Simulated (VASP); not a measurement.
BAs:

```
B As
1.0
     0.00000    2.38850    2.38850
     2.38850    0.00000    2.38850
     2.38850    2.38850    0.00000
B As
1 1
Direct
  0.00000 0.00000 0.00000
  0.25000 0.25000 0.25000
```

```yaml
Program: VASP 6.6.1
Task: relaxation of cell and atoms
Functional: PBE
Potentials_or_basis: VASP PAW PBE potentials, release 64 (B, As)
Cutoff: 600 eV
k_mesh: 10 × 10 × 10
Occupations: gaussian, width 0.02 eV
Spin: no spin polarisation
```

At the start: pressure 3.4 GPa; volume 13.63 Å³/atom.

Problem. Where does the relaxation end?

Solution. Over 3 steps the energy falls by 3.5 meV/atom and the volume is 13.97 Å³/atom (+2.5 %); space group F-43m (No. 216, to 0.05 Å).

The path:
```
step  energy change (eV)  largest force (eV/Å)  pressure (GPa)  volume (Å³)
   1              0.0000                0.0000            3.42        27.25
   2             -0.0037                0.0000           -2.18        28.42
   3             -0.0071                0.0000            0.01        27.93
```

Final structure:
```yaml
crystal:
  lattice:
    - [0.00000, 2.40817, 2.40817]
    - [2.40817, 0.00000, 2.40817]
    - [2.40817, 2.40817, 0.00000]
  atoms:
    - { symbol: B, position: [0.00000, 0.00000, 0.00000] }
    - { symbol: As, position: [0.25000, 0.25000, 0.25000] }
```
